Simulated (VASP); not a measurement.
# Tl (P6_3/mmc) in VASP: further runs

The runs below take Tl through relaxation of cell and atoms, single point, with PBEsol.

Program: VASP 6.6.1. These are calculated values, not measurements. Logs are shortened: lines on timing, memory, paths and dates and some standing lists are left out, and cuts for length are marked.

**1. The cell of the first run**

Symmetry: P6_3/mmc, No. 194, hexagonal system. The conventional cell has a = 3.456 Å, b = 3.456 Å, c = 5.525 Å, α = 90.00°, β = 90.00°, γ = 120.00°. Within 4.5 Å of Tl (site symmetry -6m2) lie 12 Tl at 3.41 to 3.46 Å.

**2. Relaxation of cell and atoms, PBEsol, target pressure 30 GPa, at which the enthalpy is minimised**

Input file INCAR:

```
SYSTEM = Tl
ALGO = Normal
EDIFF = 1E-7
EDIFFG = -0.005
ENCUT = 600
GGA = PS
IBRION = 2
ISIF = 3
ISMEAR = -1
LASPH = .True.
LCHARG = .False.
LREAL = .False.
LWAVE = .False.
NELM = 80
NSW = 80
PREC = Accurate
PSTRESS = 300.0
SIGMA = 0.05
```

Input file KPOINTS:

```
k-points
0
Gamma
  9 9 5
  0 0 0
```

Input file POSCAR:

```
Tl
1.0
    3.4560000000      0.0000000000      0.0000000000
   -1.7280000000      2.9929837955      0.0000000000
    0.0000000000      0.0000000000      5.5250000000
Tl
2
Direct
    0.6666666667      0.3333333333      0.7500000000
    0.3333333333      0.6666666667      0.2500000000
```

Potentials or basis: VASP PAW PBE potentials, release 64 (Tl_d).

Run with:

```sh
> cat potpaw_PBE.64/Tl_d/POTCAR > POTCAR
> mpirun -np 1 vasp_std > vasp.out
```

OUTCAR:

```text
SYSTEM = Tl
   EDIFF = 1E-7
   EDIFFG = -0.005
   ENCUT = 600
   GGA = PS
   IBRION = 2
   ISIF = 3
   ISMEAR = -1
   LASPH = .True.
   LREAL = .False.
   NELM = 80
   NSW = 80
   PREC = Accurate
   PSTRESS = 300.0

 ion  position               nearest neighbor table
   1  0.667  0.333  0.750-   2 3.41   2 3.41   2 3.41   2 3.41   2 3.41   2 3.41
   2  0.333  0.667  0.250-   1 3.41   1 3.41   1 3.41   1 3.41   1 3.41   1 3.41

  LATTYP: Found a hexagonal cell.
 ALAT       =     3.4560000000
 C/A-ratio  =     1.5986689815

  Lattice vectors:

 A1 = (   3.4560000000,   0.0000000000,   0.0000000000)
 A2 = (  -1.7280000000,   2.9929837955,   0.0000000000)
 A3 = (   0.0000000000,   0.0000000000,   5.5250000000)

Analysis of symmetry for initial positions (statically):
=====================================================================
 Subroutine PRICEL returns:
 Original cell was already a primitive cell.

 Routine SETGRP: Setting up the symmetry group for a
 hexagonal supercell.

 Subroutine GETGRP returns: Found 24 space group operations
 (whereof 12 operations were pure point group operations)
 out of a pool of 24 trial point group operations.

The static configuration has the point symmetry D_3d.
 The point group associated with its full space group is D_6h.

Analysis of symmetry for dynamics (positions and initial velocities):
=====================================================================
 Subroutine PRICEL returns:
 Original cell was already a primitive cell.

 Routine SETGRP: Setting up the symmetry group for a
 hexagonal supercell.

 Subroutine GETGRP returns: Found 24 space group operations
 (whereof 12 operations were pure point group operations)
 out of a pool of 24 trial point group operations.

The dynamic configuration has the point symmetry D_3d.
 The point group associated with its full space group is D_6h.

 Subroutine INISYM returns: Found 24 space group operations
 (whereof 12 operations are pure point group operations),
 and found     1 'primitive' translations

----------------------------------------------------------------------------------------

                                     Primitive cell

  volume of cell :      57.1492

  direct lattice vectors                    reciprocal lattice vectors
     3.456000000  0.000000000  0.000000000     0.289351852  0.167057370  0.000000000
    -1.728000000  2.992983795  0.000000000     0.000000000  0.334114739  0.000000000
     0.000000000  0.000000000  5.525000000     0.000000000  0.000000000  0.180995475

  length of vectors
[... 75 lines left out ...]
   ICHARG =      2    charge: 1-file 2-atom 10-const
   ISPIN  =      1    spin polarized calculation?
   LNONCOLLINEAR =      F non collinear calculations
   LSORBIT =      F    spin-orbit coupling
   LASPH  =      T    aspherical Exc in radial PAW
   ENCUT  =  600.0 eV  44.10 Ry    6.64 a.u.   6.90  6.90 11.03*2*pi/ulx,y,z
   NELM   =     80;   NELMIN=  2; NELMDL= -5     # of ELM steps
   EDIFF  = 0.1E-06   stopping-criterion for ELM
   LREAL  =      F    real-space projection
   EDIFFG = -.5E-02   stopping-criterion for IOM
   NSW    =     80    number of steps for IOM
   IBRION =      2    ionic relax: 0-MD 1-quasi-New 2-CG
   NFREE  =      1    steps in history (QN), initial steepest desc. (CG)
   ISIF   =      3    stress and relaxation
   ISYM   =      2    0-nonsym 1-usesym 2-fastsym
   POTIM  = 0.5000    time-step for ionic-motion
   TEBEG  =    0.0;   TEEND  =   0.0 temperature during run
   PSTRESS=  300.0 pullay stress
   NELECT =      26.0000    total number of electrons
   NUPDOWN=      -1.0000    fix difference up-down
   EMIN   =  10.00;   EMAX   =-10.00  energy-range for DOS
   EFERMI =   0.00;   METHOD = LEGACY
   ISMEAR =    -1;   SIGMA  =   0.05  broadening in eV -4-tet -1-fermi 0-gaus
   EFERMI_NEDOS =   21; number of points for ismear=-14 and -15
   IALGO  =     38    algorithm
   IMIX   =      4    mixing-type and parameters
     AMIX     =   0.40;   BMIX     =  1.00
     AMIX_MAG =   1.60;   BMIX_MAG =  1.00
  volume/ion in A,a.u.               =      28.57       192.83
  Fermi-wavevector in a.u.,A,eV,Ry     =   1.259107  2.379366 21.569987  1.585349
  Thomas-Fermi vector in A             =   2.392683
   LORBIT       =      0    0 simple, 1 ext, 2 COOP (PROOUT), +10 PAW based schemes
   GGA     = PS    functional components
   LHFCALC =     F    Hartree Fock is set to
   AEXX    =    0.0000 exact exchange contribution
   IVDW    =     0    specifies the selected vdW correction
   LEPSILON=     F    determine dielectric tensor
   LRPA    =     F    only Hartree local field effects (RPA)
 conjugate gradient relaxation of ions
 non-spin polarized calculation
  energy-cutoff  :      600.00
  volume of cell :       57.15
 maximum number of plane-waves:      1917
 NGX is ok and might be reduce to    28
   NGX = 13   NGY = 13   NGZ = 23

--------------------------------------- Ionic step        1  -------------------------------------------

 number of electron      25.9999999 magnetization

 Free energy of the ion-electron system (eV)
  ---------------------------------------------------
  ext. energy  EPLUGINS =         0.00000000
  ---------------------------------------------------
  free energy    TOTEN  =        -5.24407567 eV

  energy without entropy =       -5.22958228  energy(sigma->0) =       -5.23682898

 E-fermi :   6.3536     XC(G=0): -10.3694

 val. band max:        6.3417324083   @ k =   0.2222   0.2222   0.4000
 cond. band min:       6.3884872046   @ k =   0.2222   0.1111   0.2000
 fundamental gap:      0.0467547962
 Fermi energy:         6.3535876901

 k-point     1 :       0.0000    0.0000    0.0000
  band No.  band energies     occupation
      1      -5.3536      2.00000
      2      -5.1172      2.00000
      3      -5.0994      2.00000
      4      -5.0994      2.00000
      5      -5.0453      2.00000
      6      -5.0453      2.00000
[... 580 lines left out ...]
  energy  without entropy=       -4.4660795634  energy(sigma->0) =       -4.47280549

  enthalpy is  TOTEN    =         3.5605765895 eV   P V=        8.0401080002

[... ionic steps 4 to 9 ...]

--------------------------------------- Ionic step       10  -------------------------------------------

 number of electron      26.0000000 magnetization

------------------------ aborting loop because EDIFF is reached ----------------------------------------
[... 71 lines left out ...]
--------------------------------------- Ionic step       12  -------------------------------------------

 number of electron      26.0000000 magnetization

 Free energy of the ion-electron system (eV)
  ---------------------------------------------------
  ext. energy  EPLUGINS =         0.00000000
  ---------------------------------------------------
  free energy    TOTEN  =        -4.18474094 eV

  energy without entropy =       -4.17393016  energy(sigma->0) =       -4.17933555

 E-fermi :  10.7388     XC(G=0): -12.1327

 val. band max:       10.7174020586   @ k =   0.4444  -0.0000   0.2000
 cond. band min:      10.7821088633   @ k =   0.3333   0.2222   0.2000
 fundamental gap:      0.0647068047
 Fermi energy:        10.7388489924

 k-point     1 :       0.0000    0.0000    0.0000
  band No.  band energies     occupation
      1      -2.4795      2.00000
      2      -2.2669      2.00000
      3      -1.7771      2.00000
      4      -1.6561      2.00000
      5      -1.6561      2.00000
      6      -1.5458      2.00000
[... 504 lines left out ...]
  energy  without entropy=       -4.1739301577  energy(sigma->0) =       -4.17933555

  enthalpy is  TOTEN    =         3.4993297239 eV   P V=        7.6840706680

 reached required accuracy - stopping structural energy minimisation
```

OSZICAR:

```text
N       E                     dE             d eps       ncg     rms          rms(c)
DAV:   1     0.137492562476E+03    0.13749E+03   -0.15469E+04  1232   0.161E+03
DAV:   2    -0.301259509479E+01   -0.14051E+03   -0.13861E+03  1315   0.317E+02
DAV:   3    -0.530647667870E+01   -0.22939E+01   -0.22779E+01  1442   0.358E+01
[... 113 lines left out ...]
DAV:   4    -0.418474762276E+01    0.21404E-04   -0.17817E-04  1323   0.937E-02    0.171E-02
DAV:   5    -0.418474154603E+01    0.60767E-05   -0.42654E-05  1298   0.669E-02    0.902E-03
DAV:   6    -0.418474109148E+01    0.45455E-06   -0.13153E-06  1337   0.983E-03    0.228E-03
DAV:   7    -0.418474096004E+01    0.13144E-06   -0.17317E-07   645   0.425E-03    0.292E-04
DAV:   8    -0.418474094408E+01    0.15963E-07   -0.13280E-08   615   0.120E-03
  12 F= 0.34993297E+01 E0= 0.35047351E+01  d E =-.718876E-04
```

Wall time 2.8 min (1 thread of Intel Xeon Platinum 8488C (Sapphire Rapids), shared host); peak memory 0.22 GiB.

What came out:

```
Free energy                                                : -4.1847 eV
Relaxed volume                                             : 20.52 Å³/atom
Relaxed cell                                               : a = 3.042 Å, b = 3.042 Å, c = 5.121 Å, α = 90.00°, β = 90.00°, γ = 120.00°
Space group after relaxing (to 0.1 Å)                      : P6_3/mmc (No. 194)
Energy change on relaxing (the run minimises the enthalpy) : +529.7 meV/atom
Ionic steps                                                : 12
Pressure after relaxing                                    : 30.0 GPa
Band gap on the k mesh                                     : zero (bands 13 and 14 overlap by 4.88 eV)
```

The path:
```csv
step,energy change (eV),largest force (eV/Å),pressure (GPa),volume (Å³)
1,0.0000,0.0000,0.22,57.15
2,15.2036,0.0000,365.77,23.51
3,0.7645,0.0000,22.90,42.94
4,0.8968,0.0000,25.91,42.07
5,1.0884,0.0000,30.18,40.97
6,1.0351,0.0000,29.01,41.26
7,1.0347,0.0000,29.25,41.19
8,1.0423,0.0000,29.59,41.13
9,1.0466,0.0000,29.72,41.11
10,1.0456,0.0000,29.69,41.11
11,1.0916,0.0000,30.71,40.87
12,1.0593,0.0000,30.00,41.04
```

Final structure:
```cif
data_structure
_symmetry_space_group_name_H-M 'P 1'
_symmetry_Int_Tables_number 1
_cell_length_a 3.0418
_cell_length_b 3.0418
_cell_length_c 5.1215
_cell_angle_alpha 90.000
_cell_angle_beta 90.000
_cell_angle_gamma 120.000
_cell_volume 41.04
loop_
_atom_site_label
_atom_site_type_symbol
_atom_site_fract_x
_atom_site_fract_y
_atom_site_fract_z
_atom_site_occupancy
Tl1 Tl 0.66667 0.33333 0.75000 1
Tl2 Tl 0.33333 0.66667 0.25000 1
```

Levels at points of the mesh, in eV from the Fermi level:
```csv
k point,band 11,band 12,band 13,band 14,band 15,band 16
"(0.00, 0.00, 0.00)",-11.36,-5.61,-4.89,10.85,11.08,11.08
```

Caveat: the cell is relaxed towards a set pressure, so the run minimises the enthalpy, not the energy; the volume moved by over 15 % at a fixed basis, so the end points are rough; the PAW data sets were made with another functional, which shifts forces and pressure a little; spin-orbit coupling is left out, which moves the levels of the heavy elements.

**3. Single point, PBEsol, non-collinear spin, zero start, spin-orbit coupling**

Input file INCAR:

```
ALGO = Normal
EDIFF = 1E-6
ENCUT = 520
GGA = PS
GGA_COMPAT = F
ISIF = 2
ISMEAR = -1
LASPH = T
LCHARG = T
LORBIT = 11
LORBMOM = T
LREAL = F
LSORBIT = T
LVHAR = T
LWAVE = F
MAGMOM = 0 0 0 0 0 0
NBANDS = 38
NELM = 150
PREC = Accurate
SIGMA = 0.05
```

Input file KPOINTS:

```
k-points
0
Gamma
  7 7 4
```

POSCAR is that of step 2.

Potentials or basis: VASP PAW PBE potentials, release 64 (Tl_d).

Run with:

```sh
> cat potpaw_PBE.64/Tl_d/POTCAR > POTCAR
> mpirun -np 1 vasp_ncl > vasp.out
```

It took 68 s on 1 thread of Intel Xeon Platinum 8488C (Sapphire Rapids), shared host; peak memory 0.33 GiB.

The run converged. Its results:

- Free energy: -5.8038 eV
- Pressure: -0.4 GPa
- Net moment: 0.00 μB per cell
- Valence electrons inside the program's atomic spheres: Tl 11.21

Stress tensor (GPa, compression positive):
```
-0.80  0.00  0.00
 0.00 -0.80  0.00
 0.00  0.00  0.51
```

Moments on the atoms (μB; x, y, z):
```
Tl  0.00 0.00 0.00
Tl  0.00 0.00 0.00
```

Caveat: the PAW data sets were made with another functional, which shifts forces and pressure a little.

The gap in the log of VASP goes by the Fermi energy; the results here count the filled bands.